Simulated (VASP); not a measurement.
# Al2Cu (P4/mmm) in VASP: notebook

Runs on Al2Cu. Level: PBE. Tasks: single point.

All numbers are computed with VASP 6.6.1; they aren't measurements. Logs are shortened: lines on timing, memory, paths and dates and some standing lists are left out, and cuts for length are marked.

## 1. The cell of the first run

Symmetry: P4/mmm, No. 123, tetragonal system. The conventional cell has a = 4.025 Å, b = 4.025 Å, c = 2.808 Å, α = 90.00°, β = 90.00°, γ = 90.00°. Within 3.2 Å of Al (site symmetry mmm) lie 4 Cu at 2.45 Å and 6 Al at 2.81 to 2.85 Å. Within 3.2 Å of Cu (site symmetry 4/mmm) lie 8 Al at 2.45 Å and 2 Cu at 2.81 Å.

## 2. Single point, PBE

INCAR

```
PREC     = Accurate       # precision mode
ENCUT    = 520            # plane-wave cutoff, eV
EDIFF    = 1E-7           # SCF threshold, eV
ISMEAR   = 0              # smearing method
SIGMA    = 0.15           # smearing width, eV
LREAL    = F              # projectors in reciprocal space
LASPH    = T              # aspherical terms in the spheres
NELM     = 60             # most SCF steps
ALGO     = Normal         # electronic algorithm
ISIF     = 2              # what is computed and relaxed
LWAVE    = F              # write WAVECAR
LCHARG   = F              # write CHGCAR
GGA      = PE             # functional
NBANDS   = 16             # bands
```

KPOINTS

```
regular mesh
0
Gamma
  10 10 14
```

POSCAR

```
Al2Cu
1.0
    4.0250000000      0.0000000000      0.0000000000
    0.0000000000      4.0250000000      0.0000000000
    0.0000000000      0.0000000000      2.8078000000
Al Cu
2 1
Direct
    0.5000000000      0.0000000000      0.5000000000
    0.0000000000      0.5000000000      0.5000000000
    0.0000000000      0.0000000000      0.0000000000
```

Potentials or basis: VASP PAW PBE potentials, release 64 (Al, Cu).

Command:

```console
$ cat potpaw_PBE.64/Al/POTCAR potpaw_PBE.64/Cu/POTCAR > POTCAR
$ mpirun -np 1 vasp_std > vasp.out
```

OUTCAR:

```text
PREC = Accurate
   ENCUT = 520
   EDIFF = 1E-7
   ISMEAR = 0
   LREAL = F
   LASPH = T
   NELM = 60
   ISIF = 2
   GGA = PE

 ion  position               nearest neighbor table
   1  0.500  0.000  0.500-   3 2.45   3 2.45   3 2.45   3 2.45   2 2.85   2 2.85   2 2.85   2 2.85

   2  0.000  0.500  0.500-   3 2.45   3 2.45   3 2.45   3 2.45   1 2.85   1 2.85   1 2.85   1 2.85

   3  0.000  0.000  0.000-   1 2.45   2 2.45   1 2.45   2 2.45   2 2.45   2 2.45   1 2.45   1 2.45

  LATTYP: Found a simple tetragonal cell.
 ALAT       =     4.0250000000
 C/A-ratio  =     0.6975900621

  Lattice vectors:

 A1 = (   4.0250000000,   0.0000000000,   0.0000000000)
 A2 = (   0.0000000000,   4.0250000000,   0.0000000000)
 A3 = (   0.0000000000,   0.0000000000,   2.8078000000)

Analysis of symmetry for initial positions (statically):
=====================================================================
 Subroutine PRICEL returns:
 Original cell was already a primitive cell.

 Routine SETGRP: Setting up the symmetry group for a
 simple tetragonal supercell.

 Subroutine GETGRP returns: Found 16 space group operations
 (whereof 16 operations were pure point group operations)
 out of a pool of 16 trial point group operations.

The static configuration has the point symmetry D_4h.

Analysis of symmetry for dynamics (positions and initial velocities):
=====================================================================
 Subroutine PRICEL returns:
 Original cell was already a primitive cell.

 Routine SETGRP: Setting up the symmetry group for a
 simple tetragonal supercell.

 Subroutine GETGRP returns: Found 16 space group operations
 (whereof 16 operations were pure point group operations)
 out of a pool of 16 trial point group operations.

The dynamic configuration has the point symmetry D_4h.

 Subroutine INISYM returns: Found 16 space group operations
 (whereof 16 operations are pure point group operations),
 and found     1 'primitive' translations

----------------------------------------------------------------------------------------

                                     Primitive cell

  volume of cell :      45.4881

  direct lattice vectors                    reciprocal lattice vectors
     4.025000000  0.000000000  0.000000000     0.248447205  0.000000000  0.000000000
     0.000000000  4.025000000  0.000000000     0.000000000  0.248447205  0.000000000
     0.000000000  0.000000000  2.807800000     0.000000000  0.000000000  0.356150723

  length of vectors
     4.025000000  4.025000000  2.807800000     0.248447205  0.248447205  0.356150723

  position of ions in fractional coordinates (direct lattice)
     0.500000000  0.000000000  0.500000000
     0.000000000  0.500000000  0.500000000
     0.000000000  0.000000000  0.000000000

  ion indices of the primitive-cell ions
   primitive index   ion index
                 1           1
                 2           2
                 3           3

----------------------------------------------------------------------------------------

 KPOINTS: regular mesh

Automatic generation of k-mesh.
 Grid dimensions read from file:
 generate k-points for:   10   10   14

 Generating k-lattice:

  Cartesian coordinates                     Fractional coordinates (reciprocal lattice)
     0.024844720  0.000000000  0.000000000     0.100000000  0.000000000  0.000000000
     0.000000000  0.024844720  0.000000000     0.000000000  0.100000000  0.000000000
     0.000000000  0.000000000  0.025439337     0.000000000  0.000000000  0.071428571

  Length of vectors
     0.024844720  0.024844720  0.025439337

  Shift w.r.t. Gamma in fractional coordinates (k-lattice)
     0.000000000  0.000000000  0.000000000

 Subroutine IBZKPT returns following result:
 ===========================================

 Found    168 irreducible k-points:

 Following reciprocal coordinates:
            Coordinates               Weight
  0.000000  0.000000  0.000000      1.000000
  0.100000  0.000000  0.000000      4.000000
  0.200000  0.000000  0.000000      4.000000
  0.300000  0.000000  0.000000      4.000000
  0.400000  0.000000  0.000000      4.000000
  0.500000  0.000000  0.000000      2.000000
[... 16 lines left out ...]
  0.100000  0.000000  0.071429      8.000000
  0.200000  0.000000  0.071429      8.000000
 [... further k-points ...]
   k-points           NKPTS =    168   k-points in BZ     NKDIM =    168   number of bands    NBANDS=     16
   number of dos      NEDOS =    301   number of ions     NIONS =      3
   total plane-waves  NPLWV =  21600
   dimension x,y,z NGX =    30 NGY =   30 NGZ =   24
   dimension x,y,z NGXF=    60 NGYF=   60 NGZF=   48
   ions per type =               2   1
   NGX,Y,Z   is equivalent  to a cutoff of  12.39, 12.39, 14.21 a.u.
   NGXF,Y,Z  is equivalent  to a cutoff of  24.78, 24.78, 28.42 a.u.
 SYSTEM =  unknown system
   PREC   = accura    normal or accurate (medium, high low for compatibility)
   ISTART =      0    job   : 0-new  1-cont  2-samecut
   ICHARG =      2    charge: 1-file 2-atom 10-const
   ISPIN  =      1    spin polarized calculation?
   LNONCOLLINEAR =      F non collinear calculations
   LSORBIT =      F    spin-orbit coupling
   LASPH  =      T    aspherical Exc in radial PAW
   ENCUT  =  520.0 eV  38.22 Ry    6.18 a.u.   7.48  7.48  5.22*2*pi/ulx,y,z
   NELM   =     60;   NELMIN=  2; NELMDL= -5     # of ELM steps
   EDIFF  = 0.1E-06   stopping-criterion for ELM
   LREAL  =      F    real-space projection
   EDIFFG = 0.1E-05   stopping-criterion for IOM
   NSW    =      0    number of steps for IOM
   IBRION =     -1    ionic relax: 0-MD 1-quasi-New 2-CG
   NFREE  =      0    steps in history (QN), initial steepest desc. (CG)
   ISIF   =      2    stress and relaxation
   ISYM   =      2    0-nonsym 1-usesym 2-fastsym
   POTIM  = 0.5000    time-step for ionic-motion
   TEBEG  =    0.0;   TEEND  =   0.0 temperature during run
   PSTRESS=    0.0 pullay stress
   NELECT =      17.0000    total number of electrons
   NUPDOWN=      -1.0000    fix difference up-down
   EMIN   =  10.00;   EMAX   =-10.00  energy-range for DOS
   EFERMI =   0.00;   METHOD = LEGACY
   ISMEAR =     0;   SIGMA  =   0.15  broadening in eV -4-tet -1-fermi 0-gaus
   EFERMI_NEDOS =   21; number of points for ismear=-14 and -15
   IALGO  =     38    algorithm
   IMIX   =      4    mixing-type and parameters
     AMIX     =   0.40;   BMIX     =  1.00
     AMIX_MAG =   1.60;   BMIX_MAG =  1.00
  volume/ion in A,a.u.               =      15.16       102.32
  Fermi-wavevector in a.u.,A,eV,Ry     =   1.179212  2.228387 18.919452  1.390541
  Thomas-Fermi vector in A             =   2.315527
   LORBIT       =      0    0 simple, 1 ext, 2 COOP (PROOUT), +10 PAW based schemes
   GGA     = PE    functional components
   LHFCALC =     F    Hartree Fock is set to
   AEXX    =    0.0000 exact exchange contribution
   IVDW    =     0    specifies the selected vdW correction
   LEPSILON=     F    determine dielectric tensor
   LRPA    =     F    only Hartree local field effects (RPA)
 non-spin polarized calculation
 Gauss-broadening in eV      SIGMA  =   0.15
  energy-cutoff  :      520.00
  volume of cell :       45.49
 maximum number of plane-waves:      1243
 NGX is ok and might be reduce to    30
   NGX = 15   NGY = 15   NGZ = 11

 number of electron      17.0000013 magnetization

 Free energy of the ion-electron system (eV)
  ---------------------------------------------------
  ext. energy  EPLUGINS =         0.00000000
  ---------------------------------------------------
  free energy    TOTEN  =       -11.21461776 eV

  energy without entropy =      -11.20491816  energy(sigma->0) =      -11.20976796

 E-fermi :   7.8631     XC(G=0): -10.6732

 val. band max:        7.8576188553   @ k =   0.2000   0.1000   0.5000
 cond. band min:       7.8858933449   @ k =   0.4000   0.4000   0.4286
 fundamental gap:      0.0282744896
 Fermi energy:         7.8631133187

 k-point     1 :       0.0000    0.0000    0.0000
  band No.  band energies     occupation
      1      -3.1200      2.00000
      2       2.1498      2.00000
      3       2.6277      2.00000
      4       3.3582      2.00000
      5       3.6016      2.00000
      6       3.6016      2.00000
[... 8 lines left out ...]
     15      15.1817      0.00000
     16      21.2772      0.00000

 k-point     2 :       0.1000    0.0000    0.0000
  band No.  band energies     occupation
      1      -3.0323      2.00000
      2       2.1034      2.00000
      3       2.6076      2.00000
      4       3.3301      2.00000
      5       3.5988      2.00000
      6       3.6021      2.00000
[... 8 lines left out ...]
     15      16.3646      0.00000
     16      20.8639      0.00000

 k-point     3 :       0.2000    0.0000    0.0000
  band No.  band energies     occupation
      1      -2.7727      2.00000
      2       1.8402      2.00000
      3       2.5656      2.00000
      4       3.2642      2.00000
      5       3.5915      2.00000
      6       3.6034      2.00000
[... 8 lines left out ...]
     15      18.1936      0.00000
     16      19.9858      0.00000

 k-point     4 :       0.3000    0.0000    0.0000
  band No.  band energies     occupation
      1      -2.3566      2.00000
      2       1.1712      2.00000
      3       2.5553      2.00000
      4       3.1942      2.00000
      5       3.4464      2.00000
      6       3.5824      2.00000
[... 8 lines left out ...]
     15      19.0097      0.00000
     16      20.1804      0.00000
[... 324 lines left out ...]
 k-point    22 :       0.0000    0.0000    0.0714
  band No.  band energies     occupation
      1      -3.0216      2.00000
      2       2.1823      2.00000
      3       2.6672      2.00000
      4       3.3684      2.00000
      5       3.4979      2.00000
      6       3.4979      2.00000
[... 8 lines left out ...]
     15      16.6448      0.00000
     16      20.2939      0.00000

 k-point    23 :       0.1000    0.0000    0.0714
  band No.  band energies     occupation
      1      -2.9339      2.00000
      2       2.1370      2.00000
      3       2.6480      2.00000
      4       3.3388      2.00000
      5       3.4857      2.00000
      6       3.5046      2.00000
[... 8 lines left out ...]
     15      17.0732      0.00000
     16      19.6621      0.00000

 k-point    24 :       0.2000    0.0000    0.0714
  band No.  band energies     occupation
      1      -2.6747      2.00000
      2       1.8833      2.00000
      3       2.6057      2.00000
      4       3.2740      2.00000
      5       3.4424      2.00000
      6       3.5148      2.00000
[... 8 lines left out ...]
     15      18.2539      0.00000
     16      18.6592      0.00000

 [... further k-points ...]
[... 5 lines left out ...]
  --------------------------------------------------------------------------------------
  -------------------------------------------------------------------------------------
  Total        2.2377523      2.2377523      2.4077528      0.0000000      0.0000000      0.0000000
  in kB       78.8178633     78.8178633     84.8056029      0.0000000      0.0000000      0.0000000
  external PRESSURE =      80.8137765 kB  Pullay stress =       0.0000000 kB

 VOLUME and BASIS-vectors are now :
 -----------------------------------------------------------------------------
  energy-cutoff  :      520.00
  volume of cell :       45.49
      direct lattice vectors                 reciprocal lattice vectors
     4.025000000  0.000000000  0.000000000     0.248447205  0.000000000  0.000000000
     0.000000000  4.025000000  0.000000000     0.000000000  0.248447205  0.000000000
     0.000000000  0.000000000  2.807800000     0.000000000  0.000000000  0.356150723

 POSITION                                       TOTAL-FORCE (eV/Angst)
 -----------------------------------------------------------------------------------
      2.01250      0.00000      1.40390         0.000000      0.000000      0.000000
      0.00000      2.01250      1.40390         0.000000      0.000000      0.000000
      0.00000      0.00000      0.00000         0.000000      0.000000      0.000000
 -----------------------------------------------------------------------------------
    total drift:                                0.000000      0.000000      0.000000

  FREE ENERGIE OF THE ION-ELECTRON SYSTEM (eV)
  ---------------------------------------------------
  free  energy   TOTEN  =       -11.2146177615 eV

  energy  without entropy=      -11.2049181579  energy(sigma->0) =      -11.20976796
```

Run time: 68 s. Hardware: 1 thread of Intel Xeon 6975P-C (Granite Rapids), shared host; peak memory 0.24 GiB.

What came out:

| Item | Value |
| --- | --- |
| Free energy | -11.2146 eV |
| Pressure | 8.1 GPa |

Levels at points of the mesh, in eV from the Fermi level:
| k point | band 6 | band 7 | band 8 | band 9 | band 10 | band 11 | band 12 | band 13 |
| --- | --- | --- | --- | --- | --- | --- | --- | --- |
| (0.00, 0.00, 0.00) | -4.26 | -2.56 | -2.56 | 0.06 | 0.85 | 6.41 | 6.41 | 6.54 |
| (0.50, 0.00, 0.00) | -4.29 | -4.26 | -1.19 | 1.58 | 1.73 | 2.09 | 7.98 | 8.53 |
| (0.50, 0.50, 0.00) | -4.45 | -4.28 | -4.28 | -2.56 | 8.67 | 8.67 | 9.87 | 10.39 |
| (0.00, 0.00, 0.50) | -4.30 | -3.10 | 2.63 | 2.74 | 2.74 | 2.74 | 2.74 | 3.16 |
| (0.50, 0.00, 0.50) | -4.36 | -3.25 | -2.51 | -1.66 | 3.83 | 4.06 | 4.63 | 5.41 |
| (0.50, 0.50, 0.50) | -3.64 | -2.40 | -2.40 | -0.92 | -0.80 | 0.17 | 0.17 | 2.34 |

## 3. Single point, PBE

This run uses another cell than the first one, of 15.26 Å³/atom, 1.006 times its volume.

INCAR

```
  ALGO = Normal
  EDIFF = 1E-6
  ENCUT = 520
  GGA = PE
  ISIF = 2
  ISMEAR = 0
  LASPH = T
  LCHARG = F
  LREAL = F
  LWAVE = F
  NBANDS = 16
  NELM = 60
  PREC = Accurate
  SIGMA = 0.15
```

KPOINTS

```
k-points
0
Gamma
  10 10 14
```

POSCAR

```
Al2Cu
1.0
    3.8327000000      0.0000000000      0.0000000000
    0.0000000000      3.8327000000      0.0000000000
    0.0000000000      0.0000000000      3.1155000000
Al Cu
2 1
Direct
    0.5000000000      0.0000000000      0.5000000000
    0.0000000000      0.5000000000      0.5000000000
    0.0000000000      0.0000000000      0.0000000000
```

Potentials or basis: VASP PAW PBE potentials, release 64 (Al, Cu).

Command:

```console
$ cat potpaw_PBE.64/Al/POTCAR potpaw_PBE.64/Cu/POTCAR > POTCAR
$ mpirun -np 1 vasp_std > vasp.out
```

It took 43 s on 1 thread of Intel Xeon 6975P-C (Granite Rapids), shared host; peak memory 0.24 GiB.

The run converged. Its results:

```yaml
Free_energy: -11.0317 eV
Pressure: 8.7 GPa
```

Stress tensor (GPa, compression positive):
```
12.29  0.00  0.00
 0.00 12.29  0.00
 0.00  0.00  1.39
```

Levels at points of the mesh, in eV from the Fermi level:
| k point | band 7 | band 8 | band 9 | band 10 | band 11 | band 12 |
| --- | --- | --- | --- | --- | --- | --- |
| (0.00, 0.00, 0.00) | -1.59 | -1.59 | 1.55 | 1.55 | 3.34 | 6.05 |
| (0.50, 0.00, 0.00) | -4.01 | 0.03 | 2.46 | 2.85 | 3.67 | 5.01 |
| (0.50, 0.50, 0.00) | -4.08 | -3.80 | -2.27 | 7.09 | 8.52 | 8.52 |
| (0.00, 0.00, 0.50) | -3.40 | 2.44 | 2.44 | 2.92 | 3.32 | 3.32 |
| (0.50, 0.00, 0.50) | -3.06 | -2.93 | -2.11 | 3.72 | 4.47 | 4.87 |
| (0.50, 0.50, 0.50) | -1.92 | -1.92 | -1.74 | -1.21 | -0.17 | -0.17 |

(Part 1 of 2 ends here.)
